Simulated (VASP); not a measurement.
A run of VASP 6.6.1 is set up as follows.

Contents of POSCAR:

```
NaH
1.0
    3.3191587698      0.0000000000      0.0000000000
   -1.6595793849      2.8744758138      0.0000000000
    0.0000000000      0.0000000000      5.8309537900
Na H
2 2
Direct
    0.0000000000      0.0000000000      0.0000000000
    0.0000000000      0.0000000000      0.5000000000
    0.3333333333      0.6666666667      0.2500000000
    0.6666666667      0.3333333333      0.7500000000
```

File INCAR.step1:

```
SYSTEM = NaH
ALGO = Normal ; EDIFF = 1E-4
ENCUT = 520 ; GGA = PE
ISMEAR = 0 ; LASPH = .TRUE.
LCHARG = .FALSE. ; LREAL = .FALSE.
LWAVE = .TRUE. ; NBANDS = 16
NELM = 80 ; PREC = Accurate
SIGMA = 0.01
```

File INCAR.step2:

```
SYSTEM = NaH
ALGO = Normal ; EDIFF = 1E-6
ENCUT = 520 ; ISIF = 2
ISMEAR = 0 ; ISTART = 1
LASPH = .TRUE. ; LCHARG = .FALSE.
LMIXTAU = .TRUE. ; LREAL = .FALSE.
LWAVE = .FALSE. ; METAGGA = R2SCAN
NBANDS = 16 ; NELM = 80
PREC = Accurate ; SIGMA = 0.01
```

KPOINTS

```
k-points
0
G
  12 12 4
  0 0 0
```

Potentials or basis: VASP PAW PBE potentials, release 64 (Na_pv, H).

Launch:

```console
$ cat potpaw_PBE.64/Na_pv/POTCAR potpaw_PBE.64/H/POTCAR > POTCAR
$ cp INCAR.step1 INCAR
$ mpirun -np 1 vasp_std > vasp.out
$ cp INCAR.step2 INCAR
$ mpirun -np 1 vasp_std > vasp.out
```

**Question.** Estimate the band gap on the k mesh.

**Answer.** 4.02 eV (least direct gap 5.07 eV).

**Question.** What does it give for the pressure?

**Answer.** -0.2 GPa.

Stress tensor (GPa, compression positive):
```
-0.29  0.00  0.00
 0.00 -0.29  0.00
 0.00  0.00 -0.12
```

Caveat: the PAW data sets were made with another functional, which shifts forces and pressure a little. A k mesh can miss the band edges.
